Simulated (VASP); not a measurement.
**LiH: single point with PBE**

The system is LiH.

```
CELL_PARAMETERS angstrom
2.56214 0.00000 -1.00409
0.00000 2.80817 0.00000
-1.77942 0.00000 6.08094
ATOMIC_POSITIONS crystal
Li 0.00000 0.00000 0.00000
Li 0.00000 0.50000 0.50000
H 0.88327 0.00000 0.26214
H 0.11673 0.00000 0.73786
```

* Program: VASP 6.6.1
* Task: single point
* Functional: PBE
* Potentials or basis: VASP PAW PBE potentials, release 64 (Li_sv, H)
* Cutoff: 520 eV
* k mesh: 16 × 12 × 8
* Occupations: gaussian, width 0.01 eV
* Spin: no spin polarisation
* Dipole correction: no
* Further INCAR settings: ALGO = Normal; EDIFF = 1e-06; NBANDS = 12

```yaml
Band_gap_on_the_k_mesh: 0.26 eV, indirect (least direct gap 1.70 eV)
```

Levels at points of the mesh, in eV from the valence-band top:
```
           k point  band 1  band 2  band 3  band 4  band 5  band 6  band 7  band 8  band 9
(0.00, 0.00, 0.00)  -45.95  -45.86   -6.06   -3.76    3.05    9.51   10.52   10.72   12.62
(0.50, 0.00, 0.00)  -45.93  -45.85   -3.91   -1.80    1.35    3.18    6.70   11.11   11.51
(0.00, 0.50, 0.00)  -45.93  -45.85   -4.10   -1.44    0.26    4.54    6.00    7.61   14.69
(0.50, 0.50, 0.00)  -45.91  -45.83   -1.66   -0.91    4.22    4.93    5.95    6.66    7.00
(0.00, 0.00, 0.50)  -45.95  -45.87   -5.29   -5.04    6.45    7.13   10.21   11.67   12.06
(0.50, 0.00, 0.50)  -45.93  -45.85   -3.66   -2.34    1.69    3.68    6.78    8.03   14.71
(0.00, 0.50, 0.50)  -45.93  -45.85   -3.77   -2.19    0.44    3.40    8.37   10.43   11.94
(0.50, 0.50, 0.50)  -45.91  -45.83   -2.19   -0.02    3.69    5.42    6.11    6.26    7.03
```

Run time: 79 s on 1 thread of Intel(R) Xeon(R) 6975P-C (Granite Rapids), on a shared host, peak memory 0.28 GiB.

 A k mesh can miss the band edges.
